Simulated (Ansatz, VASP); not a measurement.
# Al2O3 in VASP and in Ansatz

```
CELL_PARAMETERS angstrom
2.52457 1.45756 4.15576
-2.52457 1.45756 4.15576
0.00000 -2.91512 4.15576
ATOMIC_POSITIONS crystal
Al 0.85215 0.85215 0.85215
Al 0.64785 0.64785 0.64785
Al 0.14785 0.14785 0.14785
Al 0.35215 0.35215 0.35215
O 0.05618 0.44382 0.75000
O 0.75000 0.05618 0.44382
O 0.44382 0.75000 0.05618
O 0.94382 0.55618 0.25000
O 0.25000 0.94382 0.55618
O 0.55618 0.25000 0.94382
```

Change from the starting cell: strain +0.050 along x and y, -0.050 along z, atoms carried along.

Alike in both runs: task single point; functional PBE; k mesh 6 × 6 × 6; occupations gaussian, width 0.05 eV; no spin polarisation.

```csv
,VASP,Ansatz
version,VASP 6.6.1,Ansatz 0.2.0
potentials or method,"VASP PAW PBE potentials, release 64 (Al, O), cutoff 520 eV","scalar-relativistic, plane waves, PAW"
valence electrons in the cell,48,48
```

Ansatz gave:

| Quantity | Value |
| --- | --- |
| gap on the k mesh at the Fermi level (eV) | 4.46 |
| least direct gap on the mesh (eV) | 4.46 |
| pressure (GPa) | -10.1 |
| traceless stress, the component that is largest in VASP (GPa) | 23.79 |
| rms of the force components (eV/Å) | 0.288 |

Estimate VASP's values.

gap on the k mesh at the Fermi level (eV): 4.45; least direct gap on the mesh (eV): 4.45; pressure (GPa): -10.2; traceless stress, the component that is largest in VASP (GPa): 23.82; rms of the force components (eV/Å): 0.291.

Atom by atom the forces differ by 0.004 eV/Å (rms over components). With one functional, cell and mesh, what is left measures potentials, basis and numerics.
